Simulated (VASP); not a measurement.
Here is a VASP 6.6.1 calculation.

INCAR

```
SYSTEM = Yb
  ALGO = Normal
  EDIFF = 1E-7
  ENCUT = 520
  GGA = PE
  ISIF = 2
  ISMEAR = -1
  LASPH = .TRUE.
  LCHARG = .TRUE.
  LELF = .TRUE.
  LREAL = .FALSE.
  LVHAR = .TRUE.
  LWAVE = .FALSE.
  NBANDS = 18
  NELM = 100
  PREC = Accurate
  SIGMA = 0.08
```

The input KPOINTS:

```
k-points
0
G
  17 17 17
  0 0 0
```

The input POSCAR:

```
Yb
1.0
    0.0000000000      1.9377939063      1.9377939063
    1.9377939063      0.0000000000      1.9377939063
    1.9377939063      1.9377939063      0.0000000000
Yb
1
Direct
    0.0000000000      0.0000000000      0.0000000000
```

Potentials or basis: VASP PAW PBE potentials, release 64 (Yb).

Run with:

```bash
$ cat potpaw_PBE.64/Yb/POTCAR > POTCAR
$ mpirun -np 1 vasp_std > vasp.out
```

Task: What does it give for the pressure?

Result: 85.1 GPa.

Task: What does it give for the band gap on the k mesh?

Result: Zero (band 12 reaches 6.14 eV, above the bottom of band 13 at 4.56 eV).

Caveat: spin-orbit coupling is left out, which moves the levels of the heavy elements. Spin polarisation is off, so any magnetic state and its effect on volume and gap are missing.
